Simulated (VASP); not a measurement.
Ba (a cell with a defect), 7 atoms in the cell. The cell holds a defect, 7 atoms: a = 7.999 Å, b = 7.999 Å, c = 7.211 Å, α = 90.00°, β = 90.00°, γ = 90.00°. 

- Program: VASP 6.6.1
- Task: single point
- Functional: PBEsol
- Potentials or basis: VASP PAW PBE potentials, release 64 (Ba_sv)
- Cutoff: 400 eV
- k mesh: 1 × 1 × 1
- Occupations: gaussian, width 0.1 eV
- Spin: no spin polarisation
- Dipole correction: no
- Further INCAR settings: ALGO = Normal; EDIFF = 1e-06; NBANDS = 44

Potentials or basis: VASP PAW PBE potentials, release 64 (Ba_sv).

The run is started by

```sh
$ cat potpaw_PBE.64/Ba_sv/POTCAR > POTCAR
$ mpirun -np 1 vasp_gam > vasp.out
```

Hardware: 1 thread of AMD EPYC 9R45 96-Core Processor (Zen 5) (shared host).

Problem. Estimate the wall time of this run.

Solution. It took 17 s on 1 thread of AMD EPYC 9R45 96-Core Processor (Zen 5) (shared host), peak memory 0.29 GiB. Counts: scf iterations 14, k points 1.
